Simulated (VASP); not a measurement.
# In (I4/mmm) in VASP: notebook

In is run at these levels: PBE; tasks: electric field gradients.

Everything below comes from runs of VASP 6.6.1. Logs are shortened: lines on timing, memory, paths and dates and some standing lists are left out, and cuts for length are marked.

## (1) The cell of the first run

It takes space group I4/mmm (No. 139, tetragonal). Conventional cell: a = 3.285 Å, b = 3.285 Å, c = 4.997 Å, α = 90.00°, β = 90.00°, γ = 90.00°. Within 4.3 Å of In (site symmetry 4/mmm) lie 12 In at 3.28 to 3.41 Å.

## (2) Electric field gradients, PBE (26.95 Å³/atom)

The input, INCAR:

```
  PREC = Accurate
  ENCUT = 520
  EDIFF = 1E-8
  ISMEAR = -1
  SIGMA = 0.05
  LREAL = False
  LASPH = True
  NELM = 100
  ALGO = Normal
  ISIF = 2
  LWAVE = False
  LCHARG = False
  GGA = PE
  LEFG = True
  ISYM = 0
  NBANDS = 12
```

The input, KPOINTS:

```
Automatic mesh
0
Gamma
  12 12 14
```

The input, POSCAR:

```
In
1.0
   -1.6422515422      1.6422515422      2.4984461476
    1.6422515422     -1.6422515422      2.4984461476
    1.6422515422      1.6422515422     -2.4984461476
In
1
Direct
    0.0000000000      0.0000000000      0.0000000000
```

Potentials or basis: VASP PAW PBE potentials, release 64 (In_d).

Launch:

```bash
> cat potpaw_PBE.64/In_d/POTCAR > POTCAR
> mpirun -np 1 vasp_std > vasp.out
```

OUTCAR:

```text
PREC = Accurate
   ENCUT = 520
   EDIFF = 1E-8
   ISMEAR = -1
   LREAL = False
   LASPH = True
   NELM = 100
   ISIF = 2
   GGA = PE
   ISYM = 0

 ion  position               nearest neighbor table
   1  0.000  0.000  0.000-

IMPORTANT INFORMATION: All symmetrisations will be switched off!
NOSYMM: (Re-)initialisation of all symmetry stuff for point group C_1.

----------------------------------------------------------------------------------------

                                     Primitive cell

  volume of cell :      26.9531

  direct lattice vectors                    reciprocal lattice vectors
    -1.642251542  1.642251542  2.498446148     0.000000000  0.304460058  0.200124386
     1.642251542 -1.642251542  2.498446148     0.304460058  0.000000000  0.200124386
     1.642251542  1.642251542 -2.498446148     0.304460058  0.304460058  0.000000000

  length of vectors
     3.411189442  3.411189442  3.411189442     0.364342828  0.364342828  0.430571543

  position of ions in fractional coordinates (direct lattice)
     0.000000000  0.000000000  0.000000000

  ion indices of the primitive-cell ions
   primitive index   ion index
                 1           1

----------------------------------------------------------------------------------------

 KPOINTS: Automatic mesh

Automatic generation of k-mesh.
 Grid dimensions read from file:
 generate k-points for:   12   12   14

 Generating k-lattice:

  Cartesian coordinates                     Fractional coordinates (reciprocal lattice)
     0.000000000  0.025371672  0.016677032     0.083333333  0.000000000  0.000000000
     0.025371672  0.000000000  0.016677032     0.000000000  0.083333333  0.000000000
     0.021747147  0.021747147  0.000000000     0.000000000  0.000000000  0.071428571

  Length of vectors
     0.030361902  0.030361902  0.030755110

  Shift w.r.t. Gamma in fractional coordinates (k-lattice)
     0.000000000  0.000000000  0.000000000

 -----------------------------------------------------------------------------
|                                                                             |
|           W    W    AA    RRRRR   N    N  II  N    N   GGGG   !!!           |
|           W    W   A  A   R    R  NN   N  II  NN   N  G    G  !!!           |
[... 114 lines left out ...]
  energy without entropy =       -2.55507079  energy(sigma->0) =       -2.55716464

 E-fermi :   7.1713     XC(G=0): -10.1120

 val. band max:        7.1694361937   @ k =  -0.2500   0.0000   0.4286
 cond. band min:       7.1776493170   @ k =   0.3333  -0.4167   0.2143
 fundamental gap:      0.0082131233
 Fermi energy:         7.1712745275

 k-point     1 :       0.0000    0.0000    0.0000
  band No.  band energies     occupation
      1      -7.4813      2.00000
      2      -7.3844      2.00000
      3      -7.3837      2.00000
      4      -7.3098      2.00000
      5      -7.2138      2.00000
      6      -2.1518      2.00000
      7      17.4631      0.00000
      8      17.4636      0.00000
      9      17.6212      0.00000
     10      18.7026      0.00000
     11      20.8840      0.00000
     12      21.0310      0.00000
[... 331 lines left out ...]
 k-point    24 :       0.3333    0.1667    0.0000
  band No.  band energies     occupation
      1      -7.4267      2.00000
      2      -7.3940      2.00000
      3      -7.3409      2.00000
      4      -7.1941      2.00000
      5      -7.1736      2.00000
      6       1.6056      2.00000
      7       6.8926      1.99244
      8      11.6942      0.00000
      9      14.3808      0.00000
     10      17.1502      0.00000
     11      20.1987      0.00000
     12      21.9777      0.00000

 [... further k-points ...]

------------------------ aborting loop because EDIFF is reached ----------------------------------------

  FORCE on cell =-STRESS in cart. coord.  units (eV):
  Direction    XX          YY          ZZ          XY          YZ          ZX
  --------------------------------------------------------------------------------------
  -------------------------------------------------------------------------------------
  Total        0.1129357      0.1129352      0.1570245     -0.0262372      0.0259896      0.0259899
  in kB        6.7132459      6.7132174      9.3340198     -1.5596195      1.5449044      1.5449209
  external PRESSURE =       7.5868277 kB  Pullay stress =       0.0000000 kB

 VOLUME and BASIS-vectors are now :
 -----------------------------------------------------------------------------
  energy-cutoff  :      520.00
  volume of cell :       26.95
      direct lattice vectors                 reciprocal lattice vectors
    -1.642251542  1.642251542  2.498446148     0.000000000  0.304460058  0.200124386
     1.642251542 -1.642251542  2.498446148     0.304460058  0.000000000  0.200124386
     1.642251542  1.642251542 -2.498446148     0.304460058  0.304460058  0.000000000

 POSITION                                       TOTAL-FORCE (eV/Angst)
 -----------------------------------------------------------------------------------
      0.00000      0.00000      0.00000        -0.000000     -0.000000      0.000000
 -----------------------------------------------------------------------------------
    total drift:                               -0.000000     -0.000000      0.000000

  FREE ENERGIE OF THE ION-ELECTRON SYSTEM (eV)
  ---------------------------------------------------
  free  energy   TOTEN  =        -2.5592584944 eV

  energy  without entropy=       -2.5550707932  energy(sigma->0) =       -2.55716464

 Electric field gradients (V/A^2)
---------------------------------------------------------------------
 ion       V_xx      V_yy      V_zz      V_xy      V_xz      V_yz
---------------------------------------------------------------------
   1      -8.582    -8.582    17.164     1.626    -1.727    -1.727
---------------------------------------------------------------------

 Electric field gradients after diagonalization (V/A^2)
 (convention: |V_zz| > |V_xx| > |V_yy|)
----------------------------------------------------------------------
 ion       V_xx      V_yy      V_zz     asymmetry (V_yy - V_xx)/ V_zz
----------------------------------------------------------------------
   1     -10.208    -7.200    17.408       0.173
----------------------------------------------------------------------

           NMR quadrupolar parameters

 Cq : quadrupolar parameter    Cq=e*Q*V_zz/h
 eta: asymmetry parameters     (V_yy - V_xx)/ V_zz
 Q  : nuclear electric quadrupole moment in mb (millibarn)
----------------------------------------------------------------------
 ion       Cq(MHz)       eta       Q (mb)
----------------------------------------------------------------------
   1       0.042       0.173       1.000
----------------------------------------------------------------------
```

OSZICAR:

```text
N       E                     dE             d eps       ncg     rms          rms(c)
DAV:   1     0.785603871011E+02    0.78560E+02   -0.62484E+03 24728   0.135E+03
DAV:   2     0.128292746852E+01   -0.77277E+02   -0.75264E+02 25472   0.291E+02
DAV:   3    -0.249424308590E+01   -0.37772E+01   -0.37650E+01 28844   0.646E+01
DAV:   4    -0.258065245144E+01   -0.86409E-01   -0.86384E-01 30700   0.982E+00
DAV:   5    -0.258458432572E+01   -0.39319E-02   -0.39318E-02 33504   0.185E+00    0.216E+00
DAV:   6    -0.256346943664E+01    0.21115E-01   -0.34389E-02 31036   0.373E+00    0.107E+00
DAV:   7    -0.255947598749E+01    0.39934E-02   -0.10878E-02 31692   0.194E+00    0.245E-01
DAV:   8    -0.255925118948E+01    0.22480E-03   -0.85684E-04 33928   0.485E-01    0.319E-02
DAV:   9    -0.255925778614E+01   -0.65967E-05   -0.12276E-05 33348   0.475E-02    0.143E-02
DAV:  10    -0.255925857060E+01   -0.78446E-06   -0.12597E-06 27356   0.112E-02    0.166E-03
DAV:  11    -0.255925855322E+01    0.17376E-07   -0.48630E-08 31708   0.193E-03    0.111E-03
DAV:  12    -0.255925849702E+01    0.56206E-07   -0.42516E-09 17988   0.106E-03    0.156E-04
DAV:  13    -0.255925849440E+01    0.26191E-08   -0.48207E-10 15928   0.236E-04
   1 F= -.25592585E+01 E0= -.25571646E+01  d E =-.418770E-02
```

Wall time 7 min (1 thread of Intel Xeon Platinum 8259CL at 2.50GHz (Skylake/Cascade Lake), shared host); peak memory 0.42 GiB.

What came out:

```
Free energy                             : -2.5593 eV
Pressure                                : 0.8 GPa
Band gap on the k mesh                  : zero (an odd number of electrons rules out a gap without spin polarisation)
Largest electric field gradient by atom : In +17.4 V/Å²
```

Stress tensor (GPa, compression positive):
```
 0.67 -0.16  0.15
-0.16  0.67  0.15
 0.15  0.15  0.93
```

Levels at points of the mesh, in eV from the Fermi level:
| k point | band 3 | band 4 | band 5 | band 6 | band 7 | band 8 | band 9 | band 10 |
| --- | --- | --- | --- | --- | --- | --- | --- | --- |
| (0.00, 0.00, 0.00) | -14.55 | -14.48 | -14.39 | -9.32 | 10.29 | 10.29 | 10.45 | 11.53 |
| (0.50, 0.00, 0.00) | -14.54 | -14.30 | -14.27 | -4.27 | -3.23 | 7.38 | 8.94 | 11.05 |
| (0.00, 0.50, 0.00) | -14.54 | -14.30 | -14.27 | -4.27 | -3.23 | 7.38 | 8.94 | 11.05 |
| (0.50, 0.50, 0.00) | -14.30 | -14.29 | -14.21 | -1.85 | -1.71 | 3.49 | 3.92 | 6.89 |
| (0.00, 0.00, 0.50) | -14.30 | -14.29 | -14.21 | -1.85 | -1.71 | 3.49 | 3.92 | 6.89 |
| (0.50, 0.00, 0.50) | -14.54 | -14.30 | -14.27 | -4.27 | -3.23 | 7.38 | 8.94 | 11.05 |
| (0.00, 0.50, 0.50) | -14.54 | -14.30 | -14.27 | -4.27 | -3.23 | 7.38 | 8.94 | 11.05 |
| (0.50, 0.50, 0.50) | -14.29 | -14.26 | -14.26 | -2.94 | -2.54 | 4.67 | 4.67 | 8.03 |

Electric field gradients, principal values (V/Å²):
```tsv
atom	least	middle	greatest (by size)
1 In	-7.200	-10.208	17.408
```

Caveat: without QUAD_EFG the Cq values of the log hold for a quadrupole moment of 1 mb, not for the nuclei; spin-orbit coupling is left out, which moves the levels of the heavy elements.

## (3) Electric field gradients, PBE (zz strain of -1 %)

The input, INCAR:

```
SYSTEM = In
PREC = Accurate
ENCUT = 520
EDIFF = 1E-8
ISMEAR = -1
SIGMA = 0.05
LREAL = .False.
LASPH = .True.
NELM = 60
ALGO = Normal
ISIF = 2
LWAVE = .False.
LCHARG = .False.
GGA = PE
LEFG = .True.
ISYM = 0
NBANDS = 12
```

The input, KPOINTS:

```
Automatic mesh
0
Gamma
  12 12 14
  0 0 0
```

The input, POSCAR:

```
In
1.0
   -1.6261500000      1.6261500000      2.4492105000
    1.6261500000     -1.6261500000      2.4492105000
    1.6261500000      1.6261500000     -2.4492105000
In
1
Direct
    0.0000000000      0.0000000000      0.0000000000
```

Potentials or basis: VASP PAW PBE potentials, release 64 (In_d).

Launch:

```bash
> cat potpaw_PBE.64/In_d/POTCAR > POTCAR
> mpirun -np 1 vasp_std > vasp.out
```

OUTCAR:

```text
SYSTEM = In
   PREC = Accurate
   ENCUT = 520
   EDIFF = 1E-8
   ISMEAR = -1
   LREAL = .False.
   LASPH = .True.
   NELM = 60
   ISIF = 2
   GGA = PE
   ISYM = 0

 ion  position               nearest neighbor table
   1  0.000  0.000  0.000-

IMPORTANT INFORMATION: All symmetrisations will be switched off!
NOSYMM: (Re-)initialisation of all symmetry stuff for point group C_1.

----------------------------------------------------------------------------------------

                                     Primitive cell

  volume of cell :      25.9064

  direct lattice vectors                    reciprocal lattice vectors
    -1.626150000  1.626150000  2.449210500     0.000000000  0.307474710  0.204147418
     1.626150000 -1.626150000  2.449210500     0.307474710  0.000000000  0.204147418
     1.626150000  1.626150000 -2.449210500     0.307474710  0.307474710  0.000000000

  length of vectors
     3.359666608  3.359666608  3.359666608     0.369075691  0.369075691  0.434834905

  position of ions in fractional coordinates (direct lattice)
     0.000000000  0.000000000  0.000000000

  ion indices of the primitive-cell ions
   primitive index   ion index
                 1           1

----------------------------------------------------------------------------------------

 KPOINTS: Automatic mesh

Automatic generation of k-mesh.
 Grid dimensions read from file:
 generate k-points for:   12   12   14

 Generating k-lattice:

  Cartesian coordinates                     Fractional coordinates (reciprocal lattice)
[... 149 lines left out ...]
     11      21.6764      0.00000
     12      21.7808      0.00000
[... 331 lines left out ...]
 k-point    24 :       0.3333    0.1667    0.0000
  band No.  band energies     occupation
      1      -7.0252      2.00000
      2      -6.9871      2.00000
      3      -6.9279      2.00000
      4      -6.7618      2.00000
      5      -6.7416      2.00000
      6       1.9266      2.00000
      7       7.3091      1.99673
      8      12.2396      0.00000
      9      15.1642      0.00000
     10      17.7403      0.00000
     11      21.0880      0.00000
     12      22.6644      0.00000

 [... further k-points ...]

------------------------ aborting loop because EDIFF is reached ----------------------------------------

  FORCE on cell =-STRESS in cart. coord.  units (eV):
  Direction    XX          YY          ZZ          XY          YZ          ZX
  --------------------------------------------------------------------------------------
  -------------------------------------------------------------------------------------
  Total        0.3832673      0.3832676      0.4366264     -0.0352515      0.0415236      0.0415238
  in kB       23.7030941     23.7031111     27.0030759     -2.1801208      2.5680167      2.5680320
  external PRESSURE =      24.8030937 kB  Pullay stress =       0.0000000 kB

 VOLUME and BASIS-vectors are now :
 -----------------------------------------------------------------------------
  energy-cutoff  :      520.00
  volume of cell :       25.91
      direct lattice vectors                 reciprocal lattice vectors
    -1.626150000  1.626150000  2.449210500     0.000000000  0.307474710  0.204147418
     1.626150000 -1.626150000  2.449210500     0.307474710  0.000000000  0.204147418
     1.626150000  1.626150000 -2.449210500     0.307474710  0.307474710  0.000000000

 POSITION                                       TOTAL-FORCE (eV/Angst)
 -----------------------------------------------------------------------------------
      0.00000      0.00000      0.00000         0.000000     -0.000000     -0.000000
 -----------------------------------------------------------------------------------
    total drift:                                0.000000     -0.000000     -0.000000

  FREE ENERGIE OF THE ION-ELECTRON SYSTEM (eV)
  ---------------------------------------------------
  free  energy   TOTEN  =        -2.5481003523 eV

  energy  without entropy=       -2.5438266115  energy(sigma->0) =       -2.54596348

 Electric field gradients (V/A^2)
---------------------------------------------------------------------
 ion       V_xx      V_yy      V_zz      V_xy      V_xz      V_yz
---------------------------------------------------------------------
   1      -8.049    -8.049    16.098     2.243    -2.177    -2.177
---------------------------------------------------------------------

 Electric field gradients after diagonalization (V/A^2)
 (convention: |V_zz| > |V_xx| > |V_yy|)
----------------------------------------------------------------------
 ion       V_xx      V_yy      V_zz     asymmetry (V_yy - V_xx)/ V_zz
----------------------------------------------------------------------
   1     -10.292    -6.231    16.522       0.246
----------------------------------------------------------------------

           NMR quadrupolar parameters

 Cq : quadrupolar parameter    Cq=e*Q*V_zz/h
 eta: asymmetry parameters     (V_yy - V_xx)/ V_zz
 Q  : nuclear electric quadrupole moment in mb (millibarn)
----------------------------------------------------------------------
 ion       Cq(MHz)       eta       Q (mb)
----------------------------------------------------------------------
   1       0.040       0.246       1.000
----------------------------------------------------------------------
```

stdout:

```text
POSCAR found type information on POSCAR In
 POSCAR found :  1 types and       1 ions
 scaLAPACK will be used
 LDA part: xc-table for (Slater+PW92), standard interpolation
 -----------------------------------------------------------------------------
|                                                                             |
|           W    W    AA    RRRRR   N    N  II  N    N   GGGG   !!!           |
[... 17 lines left out ...]
 FFT: planning ... GRIDC
 FFT: planning ... GRID_SOFT
 FFT: planning ... GRID
 WAVECAR not read
 entering main loop
ion   1

     0.0000565    -2.0628242     2.0013496   -12.8664307     2.0013532     0.0000004
     0.0000778    -2.0626514     2.0011940   -12.8649268     2.0011975     0.0000004
     0.0001071    -2.0623774     2.0009480   -12.8625134     2.0009516     0.0000004
     0.0001475    -2.0619446     2.0005611   -12.8586560     2.0005646     0.0000004
```

Wall time 2.1 min (1 thread of Intel Xeon 6975P-C (Granite Rapids), shared host); peak memory 0.41 GiB.

What came out:

| Property | Result |
| --- | --- |
| Free energy | -2.5481 eV |
| Pressure | 2.5 GPa |
| Band gap on the k mesh | zero (an odd number of electrons rules out a gap without spin polarisation) |
| Largest electric field gradient by atom | In +16.5 V/Å² |

Levels at points of the mesh, in eV from the Fermi level:
```
           k point  band 4  band 5  band 6  band 7  band 8  band 9
(0.00, 0.00, 0.00)  -14.51  -14.42   -9.61   10.64   10.64   10.79
(0.50, 0.00, 0.00)  -14.32  -14.29   -4.31   -3.41    7.74    9.13
(0.00, 0.50, 0.00)  -14.32  -14.29   -4.31   -3.41    7.74    9.13
(0.50, 0.50, 0.00)  -14.30  -14.22   -2.02   -1.68    3.62    3.99
(0.00, 0.00, 0.50)  -14.30  -14.22   -2.02   -1.68    3.62    3.99
(0.50, 0.00, 0.50)  -14.32  -14.29   -4.31   -3.41    7.74    9.13
(0.00, 0.50, 0.50)  -14.32  -14.29   -4.31   -3.41    7.74    9.13
(0.50, 0.50, 0.50)  -14.28  -14.27   -2.79   -2.64    4.66    4.66
```

Electric field gradients, principal values (V/Å²):
```tsv
atom	least	middle	greatest (by size)
1 In	-6.231	-10.292	16.522
```

Caveat: the cell differs from its parent crystal (zz strain of -1 %); without QUAD_EFG the Cq values of the log hold for a quadrupole moment of 1 mb, not for the nuclei; spin-orbit coupling is left out, which moves the levels of the heavy elements.
